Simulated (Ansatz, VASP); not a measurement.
# YAu in VASP and in Ansatz

```
Y Au
1.0
     1.81851   -5.39455    0.00000
     1.81851    5.39455    0.00000
     0.00000    0.00000    4.56087
Y Au
2 2
Direct
  0.86060 0.13940 0.75000
  0.13940 0.86060 0.25000
  0.58663 0.41337 0.75000
  0.41337 0.58663 0.25000
```

Alike in both runs: functional LDA; k mesh 8 × 8 × 6; occupations fermi-dirac, width 0.1 eV; no spin polarisation.

Ansatz relaxed the structure, and its values are those at the end. VASP's run is a single point on that final structure, the one shown.

|  | VASP | Ansatz |
| --- | --- | --- |
| version | VASP 6.6.1 | Ansatz 0.2.0 |
| potentials or method | VASP PAW LDA potentials, release 64 (Y_sv, Au) | PAW with Ansatz's default frozen-core files, scalar-relativistic |
| plane-wave cutoff (eV) | 520 | 420 |
| valence electrons in the cell | 44 | 60 |

|  | VASP | Ansatz | Ansatz less VASP |
| --- | --- | --- | --- |
| pressure (GPa) | 0.1 | 0.0 | -0.12 |

LDA's correlation is that of Perdew and Zunger in VASP and of Perdew and Wang (1992) in Ansatz. VASP's potentials hold 44 valence electrons a cell and Ansatz's 60, so a difference there can come from the potentials and not from the codes.

Neither program's run includes spin-orbit coupling.
